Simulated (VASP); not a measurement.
Runs of VASP 6.6.1 on Ta. The structure is that of space group Im-3m (No. 229), or close to it. The cells are those of the table. 

| cell | gap on the mesh (eV) | pressure (GPa) |
| --- | --- | --- |
| a = 2.631 Å, angles 109.5°, 1 atom | none | 74.2 |
| a = 2.746 Å, angles 109.5°, 1 atom | none | (a) |
| a = 2.670 Å, angles 110.6, 110.6, 107.2°, 1 atom | none | (b) |
| a = 2.937 Å, angles 108.4, 108.4, 111.6°, 1 atom | none | -16.7 |
| a = 2.975 Å, angles 109.5°, 1 atom | none | -21.9 |

Alike in all rows: task single point; level PBEsol; potentials or basis VASP PAW PBE potentials, release 64 (Ta_pv); no spin polarisation; k mesh 20 × 20 × 20; cutoff (eV) 520; smearing gaussian 0.15 eV.

Question: Fill in the values left out.

Answer: (a) 26.6; (b) 56.3.

Caveats: the PAW data sets were made with another functional, which shifts forces and pressure a little; spin-orbit coupling is left out, which moves the levels of the heavy elements; the cell stands under pressure (at least some runs); the cell stands under tension (at least some runs); the stress differs along the axes, from 51 to 59 GPa (at least some runs).

A k mesh can miss the band edges, and the runs leave out spin-orbit coupling on Ta.

A gap of «none» marks levels without a gap at the run's occupations.
